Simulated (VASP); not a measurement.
# Hf (P6/mmm) in VASP: relaxation of shape and atoms at fixed volume with r2SCAN

Aim: the relaxation of shape and atoms at fixed volume of Hf with r2SCAN.

Program: VASP 6.6.1. These are calculated values, not measurements. Logs are shortened: lines on timing, memory, paths and dates and some standing lists are left out, and cuts for length are marked.

**1. The cell of the first run**

Symmetry: P6/mmm, No. 191, hexagonal system. The conventional cell has a = 4.836 Å, b = 4.836 Å, c = 3.004 Å, α = 90.00°, β = 90.00°, γ = 120.00°. Within 3.7 Å of Hf (site symmetry -6m2) lie 11 Hf at 2.79 to 3.17 Å. Hf (site symmetry 6/mmm) has 14 Hf at 3.00 to 3.17 Å within 4.0 Å.

This isn't the form of Hf at room conditions, which is hcp.

**2. Relaxation of shape and atoms at fixed volume, r2SCAN (20.28 Å³/atom)**

Input file POSCAR:

```
Hf
1.0
    4.8363974846      0.0000000000      0.0000000000
   -2.4181987423      4.1884430844      0.0000000000
    0.0000000000      0.0000000000      3.0040085852
Hf
3
Direct
    0.6666666667      0.3333333333      0.5000000000
    0.3333333333      0.6666666667      0.5000000000
    0.0000000000      0.0000000000      0.0000000000
```

Input file INCAR.step1:

```
  PREC = Accurate
  ENCUT = 600
  ISMEAR = 0
  SIGMA = 0.05
  LREAL = F
  LASPH = T
  NELM = 60
  GGA = PE
  ALGO = Normal
  EDIFF = 1E-4
  LWAVE = T
  LCHARG = F
```

Input file INCAR.step2:

```
  PREC = Accurate
  ENCUT = 600
  EDIFF = 1E-6
  ISMEAR = 0
  SIGMA = 0.05
  LREAL = F
  LASPH = T
  NELM = 60
  ALGO = Normal
  ISIF = 4
  LWAVE = F
  LCHARG = F
  METAGGA = R2SCAN
  LMIXTAU = T
  IBRION = 2
  NSW = 60
  EDIFFG = -0.01
  ISTART = 1
```

Input file KPOINTS:

```
Automatic mesh
0
Gamma
  10 10 14
```

Potentials or basis: VASP PAW PBE potentials, release 64 (Hf_pv).

Launch:

```console
> cat potpaw_PBE.64/Hf_pv/POTCAR > POTCAR
> cp INCAR.step1 INCAR
> mpirun -np 1 vasp_std > vasp.out
> cp INCAR.step2 INCAR
> mpirun -np 1 vasp_std > vasp.out
```

OUTCAR:

```text
PREC = Accurate
   ENCUT = 600
   EDIFF = 1E-6
   ISMEAR = 0
   LREAL = F
   LASPH = T
   NELM = 60
   ISIF = 4
   METAGGA = R2SCAN
   IBRION = 2
   NSW = 60
   EDIFFG = -0.01
   ISTART = 1

 ion  position               nearest neighbor table
   1  0.667  0.333  0.500-   2 2.79   2 2.79   2 2.79   3 3.17   3 3.17   3 3.17   3 3.17   3 3.17
                             3 3.17
   2  0.333  0.667  0.500-   1 2.79   1 2.79   1 2.79   3 3.17   3 3.17   3 3.17   3 3.17   3 3.17
                             3 3.17
   3  0.000  0.000  0.000-   1 3.17   2 3.17   1 3.17   2 3.17   2 3.17   2 3.17   1 3.17   1 3.17
                             1 3.17   1 3.17   2 3.17   2 3.17

  LATTYP: Found a hexagonal cell.
 ALAT       =     4.8363974846
 C/A-ratio  =     0.6211252476

  Lattice vectors:

 A1 = (   4.8363974846,   0.0000000000,   0.0000000000)
 A2 = (  -2.4181987423,   4.1884430844,   0.0000000000)
 A3 = (   0.0000000000,   0.0000000000,   3.0040085852)

Analysis of symmetry for initial positions (statically):
=====================================================================
 Subroutine PRICEL returns:
 Original cell was already a primitive cell.

 Routine SETGRP: Setting up the symmetry group for a
 hexagonal supercell.

 Subroutine GETGRP returns: Found 24 space group operations
 (whereof 24 operations were pure point group operations)
 out of a pool of 24 trial point group operations.

The static configuration has the point symmetry D_6h.

Analysis of symmetry for dynamics (positions and initial velocities):
=====================================================================
 Subroutine PRICEL returns:
 Original cell was already a primitive cell.

 Routine SETGRP: Setting up the symmetry group for a
 hexagonal supercell.

 Subroutine GETGRP returns: Found 24 space group operations
 (whereof 24 operations were pure point group operations)
 out of a pool of 24 trial point group operations.

The dynamic configuration has the point symmetry D_6h.

 Subroutine INISYM returns: Found 24 space group operations
 (whereof 24 operations are pure point group operations),
 and found     1 'primitive' translations

----------------------------------------------------------------------------------------

                                     Primitive cell

  volume of cell :      60.8521

  direct lattice vectors                    reciprocal lattice vectors
     4.836397485  0.000000000  0.000000000     0.206765470  0.119376100  0.000000000
    -2.418198742  4.188443084  0.000000000     0.000000000  0.238752200  0.000000000
     0.000000000  0.000000000  3.004008585     0.000000000  0.000000000  0.332888529

  length of vectors
     4.836397485  4.836397485  3.004008585     0.238752200  0.238752200  0.332888529

  position of ions in fractional coordinates (direct lattice)
     0.666666667  0.333333333  0.500000000
     0.333333333  0.666666667  0.500000000
     0.000000000  0.000000000  0.000000000

  ion indices of the primitive-cell ions
   primitive index   ion index
                 1           1
                 2           2
                 3           3

----------------------------------------------------------------------------------------

 KPOINTS: Automatic mesh

Automatic generation of k-mesh.
 Grid dimensions read from file:
 generate k-points for:   10   10   14

 Generating k-lattice:

  Cartesian coordinates                     Fractional coordinates (reciprocal lattice)
     0.020676547  0.011937610  0.000000000     0.100000000  0.000000000  0.000000000
     0.000000000  0.023875220  0.000000000     0.000000000  0.100000000  0.000000000
     0.000000000  0.000000000  0.023777752     0.000000000  0.000000000  0.071428571

  Length of vectors
     0.023875220  0.023875220  0.023777752

  Shift w.r.t. Gamma in fractional coordinates (k-lattice)
     0.000000000  0.000000000  0.000000000

 Subroutine IBZKPT returns following result:
 ===========================================

 Found    112 irreducible k-points:

 Following reciprocal coordinates:
            Coordinates               Weight
  0.000000  0.000000  0.000000      1.000000
  0.100000  0.000000  0.000000      6.000000
  0.200000  0.000000  0.000000      6.000000
  0.300000  0.000000  0.000000      6.000000
  0.400000  0.000000  0.000000      6.000000
  0.500000 -0.000000  0.000000      3.000000
[... 16 lines left out ...]
  0.300000  0.100000  0.071429     24.000000
  0.400000  0.100000  0.071429     24.000000
 [... further k-points ...]
   k-points           NKPTS =    112   k-points in BZ     NKDIM =    112   number of bands    NBANDS=     19
   number of dos      NEDOS =    301   number of ions     NIONS =      3
   total plane-waves  NPLWV =  38400
   dimension x,y,z NGX =    40 NGY =   40 NGZ =   24
   dimension x,y,z NGXF=    80 NGYF=   80 NGZF=   48
   ions per type =               3
   NGX,Y,Z   is equivalent  to a cutoff of  13.75, 13.75, 13.28 a.u.
   NGXF,Y,Z  is equivalent  to a cutoff of  27.50, 27.50, 26.56 a.u.
 SYSTEM =  unknown system
   PREC   = accura    normal or accurate (medium, high low for compatibility)
   ISTART =      1    job   : 0-new  1-cont  2-samecut
   ICHARG =      0    charge: 1-file 2-atom 10-const
   ISPIN  =      1    spin polarized calculation?
   LNONCOLLINEAR =      F non collinear calculations
   LSORBIT =      F    spin-orbit coupling
   LASPH  =      T    aspherical Exc in radial PAW
   ENCUT  =  600.0 eV  44.10 Ry    6.64 a.u.   9.66  9.66  6.00*2*pi/ulx,y,z
   NELM   =     60;   NELMIN=  2; NELMDL=  0     # of ELM steps
   EDIFF  = 0.1E-05   stopping-criterion for ELM
   LREAL  =      F    real-space projection
   EDIFFG = -.1E-01   stopping-criterion for IOM
   NSW    =     60    number of steps for IOM
   IBRION =      2    ionic relax: 0-MD 1-quasi-New 2-CG
   NFREE  =      1    steps in history (QN), initial steepest desc. (CG)
   ISIF   =      4    stress and relaxation
   ISYM   =      2    0-nonsym 1-usesym 2-fastsym
   POTIM  = 0.5000    time-step for ionic-motion
   TEBEG  =    0.0;   TEEND  =   0.0 temperature during run
   PSTRESS=    0.0 pullay stress
   NELECT =      30.0000    total number of electrons
   NUPDOWN=      -1.0000    fix difference up-down
   EMIN   =  10.00;   EMAX   =-10.00  energy-range for DOS
   EFERMI =   0.00;   METHOD = LEGACY
   ISMEAR =     0;   SIGMA  =   0.05  broadening in eV -4-tet -1-fermi 0-gaus
   EFERMI_NEDOS =   21; number of points for ismear=-14 and -15
   IALGO  =     38    algorithm
   IMIX   =      4    mixing-type and parameters
     AMIX     =   0.40;   BMIX     =  1.00
     AMIX_MAG =   1.60;   BMIX_MAG =  1.00
  volume/ion in A,a.u.               =      20.28       136.88
  Fermi-wavevector in a.u.,A,eV,Ry     =   1.293272  2.443930 22.756470  1.672553
  Thomas-Fermi vector in A             =   2.424928
   LORBIT       =      0    0 simple, 1 ext, 2 COOP (PROOUT), +10 PAW based schemes
   METAGGA = R2SCAN    functional components
   LHFCALC =     F    Hartree Fock is set to
   AEXX    =    0.0000 exact exchange contribution
   IVDW    =     0    specifies the selected vdW correction
   LEPSILON=     F    determine dielectric tensor
   LRPA    =     F    only Hartree local field effects (RPA)
 conjugate gradient relaxation of ions
 non-spin polarized calculation
 Gauss-broadening in eV      SIGMA  =   0.05
  energy-cutoff  :      600.00
  volume of cell :       60.85
 maximum number of plane-waves:      2052
 NGX is ok and might be reduce to    40
   NGX = 19   NGY = 19   NGZ = 11

--------------------------------------- Ionic step        1  -------------------------------------------

 number of electron      29.9999997 magnetization

 Free energy of the ion-electron system (eV)
  ---------------------------------------------------
  ext. energy  EPLUGINS =         0.00000000
  ---------------------------------------------------
  free energy    TOTEN  =      -135.19977485 eV

  energy without entropy =     -135.19783986  energy(sigma->0) =     -135.19880735

------------------------ aborting loop because EDIFF is reached ----------------------------------------

  FORCE on cell =-STRESS in cart. coord.  units (eV):
  Direction    XX          YY          ZZ          XY          YZ          ZX
  --------------------------------------------------------------------------------------
  -------------------------------------------------------------------------------------
  Total        3.8515148      3.8515148      4.0502800      0.0000000     -0.0000000      0.0000000
  in kB      101.4066373    101.4066373    106.6399297      0.0000000     -0.0000000      0.0000000
  external PRESSURE =     103.1510681 kB  Pullay stress =       0.0000000 kB
[... 59 lines left out ...]
  energy  without entropy=     -135.1976975225  energy(sigma->0) =     -135.19878955

--------------------------------------- Ionic step        3  -------------------------------------------

 number of electron      29.9999998 magnetization

 Free energy of the ion-electron system (eV)
  ---------------------------------------------------
  ext. energy  EPLUGINS =         0.00000000
  ---------------------------------------------------
  free energy    TOTEN  =      -135.19991750 eV

  energy without entropy =     -135.19781588  energy(sigma->0) =     -135.19886669

 E-fermi :   5.3558     XC(G=0): -12.6619

 val. band max:        5.3439774248   @ k =   0.5000  -0.0000   0.2143
 cond. band min:       5.3644666666   @ k =   0.2000   0.1000   0.0000
 fundamental gap:      0.0204892418
 Fermi energy:         5.3557607763

 k-point     1 :       0.0000    0.0000    0.0000
  band No.  band energies     occupation
      1     -26.4310      2.00000
      2     -26.4310      2.00000
      3     -26.3483      2.00000
      4     -26.3483      2.00000
      5     -25.8586      2.00000
      6     -25.5735      2.00000
[... 11 lines left out ...]
     18       7.8367      0.00000
     19       7.8367      0.00000
[... 489 lines left out ...]
      3     -26.2232      2.00000
      4     -25.9471      2.00000
      5     -25.7998      2.00000
      6     -25.7199      2.00000
[... 11 lines left out ...]
     18       6.5265      0.00000
     19       7.2281      0.00000

 [... further k-points ...]

------------------------ aborting loop because EDIFF is reached ----------------------------------------

  FORCE on cell =-STRESS in cart. coord.  units (eV):
  Direction    XX          YY          ZZ          XY          YZ          ZX
  --------------------------------------------------------------------------------------
  -------------------------------------------------------------------------------------
  Total        3.9105076      3.9105076      3.9090310      0.0000000      0.0000000      0.0000000
  in kB      102.9598603    102.9598603    102.9209823      0.0000000      0.0000000      0.0000000
  external PRESSURE =     102.9469010 kB  Pullay stress =       0.0000000 kB
[... 18 lines left out ...]
  FREE ENERGIE OF THE ION-ELECTRON SYSTEM (eV)
  ---------------------------------------------------
  free  energy   TOTEN  =      -135.1999174958 eV

  energy  without entropy=     -135.1978158761  energy(sigma->0) =     -135.19886669

 reached required accuracy - stopping structural energy minimisation
```

Wall time 15 min (1 thread of Oxide Virtual Turin-like, shared host); peak memory 0.26 GiB.

Results:

- Free energy: -135.1999 eV
- Energy gained by relaxing: 0.0 meV/atom
- Ionic steps: 3
- Pressure after relaxing: 10.3 GPa
- Band gap on the k mesh: zero (bands 15 and 16 overlap by 0.99 eV)

The path:
```
step  energy change (eV)  largest force (eV/Å)  pressure (GPa)  volume (Å³)
   1              0.0000                0.0000           10.32        60.85
   2             -0.0001                0.0000           10.29        60.85
   3             -0.0001                0.0000           10.29        60.85
```

Final structure:
```
CELL_PARAMETERS angstrom
4.83296 0.00000 0.00000
-2.41648 4.18546 0.00000
0.00000 0.00000 3.00829
ATOMIC_POSITIONS crystal
Hf 0.66667 0.33333 0.50000
Hf 0.33333 0.66667 0.50000
Hf 0.00000 0.00000 0.00000
```

Levels at points of the mesh, in eV from the Fermi level:
```csv
k point,band 11,band 12,band 13,band 14,band 15,band 16,band 17,band 18,band 19
"(0.00, 0.00, 0.00)",-2.89,-0.80,-0.80,-0.72,-0.72,-0.52,1.38,2.48,2.48
"(0.50, 0.00, 0.00)",-4.82,-3.96,-0.61,-0.47,-0.42,0.15,1.06,1.21,1.77
"(0.00, 0.00, 0.50)",-3.02,-3.02,-2.38,-2.30,-2.30,1.51,1.51,2.42,2.42
"(0.50, 0.00, 0.50)",-3.26,-2.42,-1.74,-0.96,-0.89,0.65,0.76,1.26,2.00
```

Caveat: the PAW data sets were made with another functional, which shifts forces and pressure a little; spin-orbit coupling is left out, which moves the levels of the heavy elements.

The gap in the log of VASP goes by the Fermi energy; the results here count the filled bands.